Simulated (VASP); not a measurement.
LuHf4O:

```
CELL_PARAMETERS angstrom
0.00000 3.87389 3.87389
3.87389 0.00000 3.87389
3.87389 3.87389 0.00000
ATOMIC_POSITIONS crystal
Lu 0.75000 0.75000 0.75000
Hf 0.87491 0.37503 0.37503
Hf 0.37503 0.37503 0.37503
Hf 0.37503 0.87491 0.37503
Hf 0.37503 0.37503 0.87491
O 0.00000 0.00000 0.00000
```

```yaml
Program: VASP 6.6.1
Task: relaxation of cell and atoms
Functional: PBE
Potentials_or_basis: VASP PAW PBE potentials, release 64 (Lu, Hf_pv, O)
Cutoff: 600 eV
k_mesh: 4 × 4 × 4
Occupations: gaussian, width 0.1 eV
Spin: no spin polarisation
```

At the start: pressure 16.9 GPa; volume 19.38 Å³/atom.

Problem. Where does the relaxation end?

Solution. Over 3 steps the energy falls by 202.4 meV/atom and the volume is 23.42 Å³/atom (+20.9 %); space group F-43m (No. 216, to 0.05 Å).

Step by step:
| step | energy change (eV) | largest force (eV/Å) | pressure (GPa) | volume (Å³) |
| --- | --- | --- | --- | --- |
| 1 | 0.0000 | 1.2395 | 16.92 | 116.27 |
| 2 | -0.9576 | 0.2369 | -5.57 | 154.23 |
| 3 | -1.2143 | 0.0203 | 0.03 | 140.52 |

Final structure:
```
Lu Hf O
1.0
     0.00000    4.12637    4.12637
     4.12637    0.00000    4.12637
     4.12637    4.12637    0.00000
Lu Hf O
1 4 1
Direct
  0.75000 0.75000 0.75000
  0.86568 0.37811 0.37811
  0.37811 0.37811 0.37811
  0.37811 0.86568 0.37811
  0.37811 0.37811 0.86568
  0.00000 0.00000 0.00000
```

Caveat: the volume moved by over 15 % at a fixed basis, so the end points are rough; an odd number of electrons without spin polarisation forces a metal; a magnetic or distorted state may lie lower.
